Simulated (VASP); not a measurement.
# KI (Fm-3m) in VASP: notebook, part 2 of 2

VASP 6.6.1. The steps go on from the part before.

## Step 3: Electric field gradients, PBEsol (volume scaled by 1.02)

The input, INCAR:

```
  ALGO = Normal
  EDIFF = 1E-8
  ENCUT = 520
  GGA = PS
  ISIF = 2
  ISMEAR = -1
  LASPH = True
  LCHARG = False
  LEFG = True
  LREAL = False
  LWAVE = False
  NBANDS = 15
  NELM = 60
  PREC = Accurate
  SIGMA = 0.01
```

The input, KPOINTS:

```
k-points
0
Gamma
  8 8 8
```

The input, POSCAR:

```
KI
1.0
    0.0000000000      3.5478920710      3.5478920710
    3.5478920710      0.0000000000      3.5478920710
    3.5478920710      3.5478920710      0.0000000000
K I
1 1
Direct
    0.0000000000      0.0000000000      0.0000000000
    0.5000000000      0.5000000000      0.5000000000
```

Potentials or basis: VASP PAW PBE potentials, release 64 (K_sv, I).

Run with:

```console
$ cat potpaw_PBE.64/K_sv/POTCAR potpaw_PBE.64/I/POTCAR > POTCAR
$ mpirun -np 1 vasp_std > vasp.out
```

OUTCAR:

```text
EDIFF = 1E-8
   ENCUT = 520
   GGA = PS
   ISIF = 2
   ISMEAR = -1
   LASPH = True
   LREAL = False
   NELM = 60
   PREC = Accurate

 ion  position               nearest neighbor table
   1  0.000  0.000  0.000-   2 3.55   2 3.55   2 3.55   2 3.55   2 3.55   2 3.55
   2  0.500  0.500  0.500-   1 3.55   1 3.55   1 3.55   1 3.55   1 3.55   1 3.55

  LATTYP: Found a face centered cubic cell.
 ALAT       =     7.0957841420

  Lattice vectors:

 A1 = (   0.0000000000,   3.5478920710,   3.5478920710)
 A2 = (   3.5478920710,   0.0000000000,   3.5478920710)
 A3 = (   3.5478920710,   3.5478920710,   0.0000000000)

Analysis of symmetry for initial positions (statically):
=====================================================================
 Subroutine PRICEL returns:
 Original cell was already a primitive cell.

 Routine SETGRP: Setting up the symmetry group for a
 face centered cubic supercell.

 Subroutine GETGRP returns: Found 48 space group operations
 (whereof 48 operations were pure point group operations)
 out of a pool of 48 trial point group operations.

The static configuration has the point symmetry O_h .

Analysis of symmetry for dynamics (positions and initial velocities):
=====================================================================
 Subroutine PRICEL returns:
 Original cell was already a primitive cell.

 Routine SETGRP: Setting up the symmetry group for a
 face centered cubic supercell.

 Subroutine GETGRP returns: Found 48 space group operations
 (whereof 48 operations were pure point group operations)
 out of a pool of 48 trial point group operations.

The dynamic configuration has the point symmetry O_h .

 Subroutine INISYM returns: Found 48 space group operations
 (whereof 48 operations are pure point group operations),
 and found     1 'primitive' translations

----------------------------------------------------------------------------------------

                                     Primitive cell

  volume of cell :      89.3185

  direct lattice vectors                    reciprocal lattice vectors
     0.000000000  3.547892071  3.547892071    -0.140928751  0.140928751  0.140928751
     3.547892071  0.000000000  3.547892071     0.140928751 -0.140928751  0.140928751
     3.547892071  3.547892071  0.000000000     0.140928751  0.140928751 -0.140928751

  length of vectors
     5.017477085  5.017477085  5.017477085     0.244095758  0.244095758  0.244095758

  position of ions in fractional coordinates (direct lattice)
     0.000000000  0.000000000  0.000000000
     0.500000000  0.500000000  0.500000000

  ion indices of the primitive-cell ions
   primitive index   ion index
                 1           1
                 2           2

----------------------------------------------------------------------------------------

 KPOINTS: k-points

Automatic generation of k-mesh.
 Grid dimensions read from file:
 generate k-points for:    8    8    8

 Generating k-lattice:

[... 69 lines left out ...]
   POTIM  = 0.5000    time-step for ionic-motion
   TEBEG  =    0.0;   TEEND  =   0.0 temperature during run
   PSTRESS=    0.0 pullay stress
   NELECT =      16.0000    total number of electrons
   NUPDOWN=      -1.0000    fix difference up-down
   EMIN   =  10.00;   EMAX   =-10.00  energy-range for DOS
   EFERMI =   0.00;   METHOD = LEGACY
   ISMEAR =    -1;   SIGMA  =   0.01  broadening in eV -4-tet -1-fermi 0-gaus
   EFERMI_NEDOS =   21; number of points for ismear=-14 and -15
   IALGO  =     38    algorithm
   IMIX   =      4    mixing-type and parameters
     AMIX     =   0.40;   BMIX     =  1.00
     AMIX_MAG =   1.60;   BMIX_MAG =  1.00
  volume/ion in A,a.u.               =      44.66       301.38
  Fermi-wavevector in a.u.,A,eV,Ry     =   0.922857  1.743947 11.587607  0.851665
  Thomas-Fermi vector in A             =   2.048430
   LORBIT       =      0    0 simple, 1 ext, 2 COOP (PROOUT), +10 PAW based schemes
   GGA     = PS    functional components
[... 5 lines left out ...]
 non-spin polarized calculation
  energy-cutoff  :      520.00
  volume of cell :       89.32
 maximum number of plane-waves:      2450
 NGX is ok and might be reduce to    40
   NGX = 19   NGY = 19   NGZ = 19

 number of electron      15.9999999 magnetization

 Free energy of the ion-electron system (eV)
  ---------------------------------------------------
  ext. energy  EPLUGINS =         0.00000000
  ---------------------------------------------------
  free energy    TOTEN  =        -5.81243077 eV

  energy without entropy =       -5.81243077  energy(sigma->0) =       -5.81243077

 E-fermi :  -0.3308     XC(G=0):  -7.2897

 val. band max:       -0.5735761648   @ k =   0.0000   0.0000   0.0000
 cond. band min:       3.2139941517   @ k =   0.0000   0.0000   0.0000
 fundamental gap:      3.7875703165
 Fermi energy:        -0.3308001846

 k-point     1 :       0.0000    0.0000    0.0000
  band No.  band energies     occupation
      1     -28.9222      2.00000
      2     -12.4728      2.00000
      3     -12.4728      2.00000
      4     -12.4728      2.00000
      5     -11.0915      2.00000
      6      -0.5736      2.00000
      7      -0.5736      2.00000
      8      -0.5736      2.00000
      9       3.2140      0.00000
     10       5.8614      0.00000
     11       5.8614      0.00000
     12       5.8614      0.00000
     13       6.5925      0.00000
     14       6.5925      0.00000
[... 401 lines left out ...]
      2     -12.5824      2.00000
      3     -12.4897      2.00000
      4     -12.4814      2.00000
      5     -10.8539      2.00000
      6      -1.6799      2.00000
      7      -1.1167      2.00000
      8      -0.9574      2.00000
      9       5.3281      0.00000
     10       6.1699      0.00000
     11       6.6836      0.00000
     12       7.6103      0.00000
     13       8.0154      0.00000
     14       8.3179      0.00000
     15       9.1475      0.00000

 [... further k-points ...]
[... 5 lines left out ...]
  --------------------------------------------------------------------------------------
  -------------------------------------------------------------------------------------
  Total       -0.2165959     -0.2165959     -0.2165959      0.0000000      0.0000000      0.0000000
  in kB       -3.8852555     -3.8852555     -3.8852555      0.0000000      0.0000000      0.0000000
  external PRESSURE =      -3.8852555 kB  Pullay stress =       0.0000000 kB

 VOLUME and BASIS-vectors are now :
 -----------------------------------------------------------------------------
  energy-cutoff  :      520.00
  volume of cell :       89.32
      direct lattice vectors                 reciprocal lattice vectors
     0.000000000  3.547892071  3.547892071    -0.140928751  0.140928751  0.140928751
     3.547892071  0.000000000  3.547892071     0.140928751 -0.140928751  0.140928751
     3.547892071  3.547892071  0.000000000     0.140928751  0.140928751 -0.140928751

 POSITION                                       TOTAL-FORCE (eV/Angst)
 -----------------------------------------------------------------------------------
      0.00000      0.00000      0.00000        -0.000000      0.000000     -0.000000
      3.54789      3.54789      3.54789         0.000000     -0.000000      0.000000
 -----------------------------------------------------------------------------------
    total drift:                                0.000000     -0.000000     -0.000000

  FREE ENERGIE OF THE ION-ELECTRON SYSTEM (eV)
  ---------------------------------------------------
  free  energy   TOTEN  =        -5.8124307717 eV

  energy  without entropy=       -5.8124307717  energy(sigma->0) =       -5.81243077

 Electric field gradients (V/A^2)
---------------------------------------------------------------------
 ion       V_xx      V_yy      V_zz      V_xy      V_xz      V_yz
---------------------------------------------------------------------
   1       0.000     0.000     0.000    -0.000    -0.000    -0.000
   2      -0.000    -0.000    -0.000    -0.000    -0.000    -0.000
---------------------------------------------------------------------

 Electric field gradients after diagonalization (V/A^2)
 (convention: |V_zz| > |V_xx| > |V_yy|)
----------------------------------------------------------------------
 ion       V_xx      V_yy      V_zz     asymmetry (V_yy - V_xx)/ V_zz
----------------------------------------------------------------------
   1       0.000     0.000    -0.001       0.000
   2       0.000     0.000    -0.000       0.000
----------------------------------------------------------------------

           NMR quadrupolar parameters

 Cq : quadrupolar parameter    Cq=e*Q*V_zz/h
 eta: asymmetry parameters     (V_yy - V_xx)/ V_zz
 Q  : nuclear electric quadrupole moment in mb (millibarn)
----------------------------------------------------------------------
 ion       Cq(MHz)       eta       Q (mb)
----------------------------------------------------------------------
   1      -0.000       0.000       1.000
   2      -0.000       0.000       1.000
----------------------------------------------------------------------
```

stdout:

```text
POSCAR found type information on POSCAR K I
 POSCAR found :  2 types and       2 ions
 scaLAPACK will be used
 -----------------------------------------------------------------------------
|                                                                             |
|                                                                             |
|     You enforced a specific xc type in the INCAR file but a different       |
|     I HOPE YOU KNOW WHAT YOU ARE DOING!                                     |
|                                                                             |
 -----------------------------------------------------------------------------

 LDA part: xc-table for (Slater+PW92), standard interpolation
 POSCAR, INCAR and KPOINTS ok, starting setup
 FFT: planning ... GRIDC
 FFT: planning ... GRID_SOFT
 FFT: planning ... GRID
 WAVECAR not read
 entering main loop
ion   1

ion   2
```

Run time: 49 s. Hardware: 1 thread of Intel Xeon Platinum 8259CL at 2.50GHz (Skylake/Cascade Lake), shared host; peak memory 0.25 GiB.

Results:

* Free energy: -5.8124 eV
* Pressure: -0.4 GPa
* Band gap on the k mesh: 3.79 eV, direct

Levels at points of the mesh, in eV from the valence-band top:
```csv
k point,band 5,band 6,band 7,band 8,band 9,band 10,band 11,band 12
"(0.00, 0.00, 0.00)",-10.52,0.00,0.00,0.00,3.79,6.43,6.43,6.43
"(0.50, 0.00, 0.00)",-10.24,-1.32,-0.33,-0.33,5.37,7.57,8.04,8.04
"(0.50, 0.50, 0.00)",-10.38,-1.00,-0.37,-0.37,4.85,5.65,8.06,8.59
```

Caveat: without QUAD_EFG the Cq values of the log hold for a quadrupole moment of 1 mb, not for the nuclei; the PAW data sets were made with another functional, which shifts forces and pressure a little; spin-orbit coupling is left out, which moves the levels of the heavy elements.

## Step 4: Electric field gradients, PBEsol (volume scaled by 1.06)

The input, INCAR:

```
SYSTEM = KI
  PREC = Accurate
  ENCUT = 520
  EDIFF = 1E-8
  ISMEAR = -1
  SIGMA = 0.01
  LREAL = .False.
  LASPH = .True.
  NELM = 80
  ALGO = Normal
  ISIF = 2
  LWAVE = .False.
  LCHARG = .False.
  GGA = PS
  LEFG = .True.
  NBANDS = 15
```

The input, KPOINTS:

```
Automatic mesh
0
Gamma
  8 8 8
  0 0 0
```

The input, POSCAR:

```
KI
1.0
    0.0000000000      3.5936763733      3.5936763733
    3.5936763733      0.0000000000      3.5936763733
    3.5936763733      3.5936763733      0.0000000000
K I
1 1
Direct
    0.0000000000      0.0000000000      0.0000000000
    0.5000000000      0.5000000000      0.5000000000
```

Potentials or basis: VASP PAW PBE potentials, release 64 (K_sv, I).

Run with:

```console
$ cat potpaw_PBE.64/K_sv/POTCAR potpaw_PBE.64/I/POTCAR > POTCAR
$ mpirun -np 1 vasp_std > vasp.out
```

OUTCAR:

```text
SYSTEM = KI
   PREC = Accurate
   ENCUT = 520
   EDIFF = 1E-8
   ISMEAR = -1
   LREAL = .False.
   LASPH = .True.
   NELM = 80
   ISIF = 2
   GGA = PS

 ion  position               nearest neighbor table
   1  0.000  0.000  0.000-   2 3.59   2 3.59   2 3.59   2 3.59   2 3.59   2 3.59
   2  0.500  0.500  0.500-   1 3.59   1 3.59   1 3.59   1 3.59   1 3.59   1 3.59

  LATTYP: Found a face centered cubic cell.
 ALAT       =     7.1873527466

  Lattice vectors:

 A1 = (   0.0000000000,   3.5936763733,   3.5936763733)
[... 645 lines left out ...]
  ---------------------------------------------------
  free  energy   TOTEN  =        -5.8001460282 eV

  energy  without entropy=       -5.8001460282  energy(sigma->0) =       -5.80014603

 Electric field gradients (V/A^2)
---------------------------------------------------------------------
 ion       V_xx      V_yy      V_zz      V_xy      V_xz      V_yz
---------------------------------------------------------------------
   1      -0.000    -0.000    -0.000    -0.000    -0.000    -0.000
   2      -0.000    -0.000    -0.000    -0.000    -0.000    -0.000
---------------------------------------------------------------------

 Electric field gradients after diagonalization (V/A^2)
 (convention: |V_zz| > |V_xx| > |V_yy|)
----------------------------------------------------------------------
 ion       V_xx      V_yy      V_zz     asymmetry (V_yy - V_xx)/ V_zz
----------------------------------------------------------------------
   1       0.000     0.000    -0.001       0.000
   2       0.000     0.000    -0.001       0.000
----------------------------------------------------------------------

           NMR quadrupolar parameters

 Cq : quadrupolar parameter    Cq=e*Q*V_zz/h
 eta: asymmetry parameters     (V_yy - V_xx)/ V_zz
 Q  : nuclear electric quadrupole moment in mb (millibarn)
----------------------------------------------------------------------
 ion       Cq(MHz)       eta       Q (mb)
----------------------------------------------------------------------
   1      -0.000       0.000       1.000
   2      -0.000       0.000       1.000
----------------------------------------------------------------------
```

OSZICAR:

```text
N       E                     dE             d eps       ncg     rms          rms(c)
DAV:   1     0.874786981800E+02    0.87479E+02   -0.64063E+03   870   0.900E+02
DAV:   2    -0.336125086511E+00   -0.87815E+02   -0.81349E+02  1122   0.209E+02
DAV:   3    -0.562646906759E+01   -0.52903E+01   -0.52637E+01  1209   0.449E+01
DAV:   4    -0.589282566219E+01   -0.26636E+00   -0.26629E+00  1445   0.882E+00
DAV:   5    -0.589427845222E+01   -0.14528E-02   -0.14528E-02  1215   0.682E-01    0.264E+00
DAV:   6    -0.580336707178E+01    0.90911E-01   -0.95526E-02  1129   0.196E+00    0.190E+00
DAV:   7    -0.579482943836E+01    0.85376E-02   -0.10523E-01  1178   0.168E+00    0.826E-01
DAV:   8    -0.579995349869E+01   -0.51241E-02   -0.12726E-02   983   0.797E-01    0.214E-01
DAV:   9    -0.579991205431E+01    0.41444E-04   -0.11058E-03  1241   0.179E-01    0.953E-02
DAV:  10    -0.580014038639E+01   -0.22833E-03   -0.38360E-04   968   0.127E-01    0.328E-02
DAV:  11    -0.580014091808E+01   -0.53169E-06   -0.21364E-05  1185   0.235E-02    0.177E-02
DAV:  12    -0.580014076519E+01    0.15289E-06   -0.53615E-07  1268   0.448E-03    0.232E-02
DAV:  13    -0.580014587055E+01   -0.51054E-05   -0.62033E-06   961   0.131E-02    0.633E-03
DAV:  14    -0.580014597427E+01   -0.10372E-06   -0.37100E-07  1137   0.320E-03    0.116E-03
DAV:  15    -0.580014604776E+01   -0.73495E-07   -0.10959E-08   857   0.715E-04    0.106E-03
DAV:  16    -0.580014602284E+01    0.24923E-07   -0.36330E-09   834   0.348E-04    0.119E-04
DAV:  17    -0.580014602821E+01   -0.53740E-08   -0.73955E-10   659   0.184E-04
   1 F= -.58001460E+01 E0= -.58001460E+01  d E =-.770571E-13
```

It took 45 s on 1 thread of Intel Xeon Platinum 8259CL at 2.50GHz (Skylake/Cascade Lake), shared host; peak memory 0.25 GiB.

What came out:

```yaml
Free_energy: -5.8001 eV
Pressure: -0.7 GPa
Band_gap_on_the_k_mesh: 3.71 eV, direct
```

Caveat: without QUAD_EFG the Cq values of the log hold for a quadrupole moment of 1 mb, not for the nuclei; the PAW data sets were made with another functional, which shifts forces and pressure a little; spin-orbit coupling is left out, which moves the levels of the heavy elements. A k mesh can miss the band edges.

## Step 5: Summary

| cell | gap on the mesh (eV) | pressure (GPa) |
| --- | --- | --- |
| a = 4.968 Å, angles 60.0°, 2 atoms | 3.85 | -0.1 |
| a = 5.017 Å, angles 60.0°, 2 atoms | 3.79 | -0.4 |
| a = 5.082 Å, angles 60.0°, 2 atoms | 3.71 | -0.7 |

Alike in all rows: task electric field gradients; level PBEsol; potentials or basis VASP PAW PBE potentials, release 64 (K_sv, I); no spin polarisation; k mesh 8 × 8 × 8; cutoff (eV) 520; smearing fermi-dirac 0.01 eV.

Caveats: the PAW data sets were made with another functional, which shifts forces and pressure a little; spin-orbit coupling is left out, which moves the levels of the heavy elements.

Absolute energies hang on the potentials; compare differences alone.
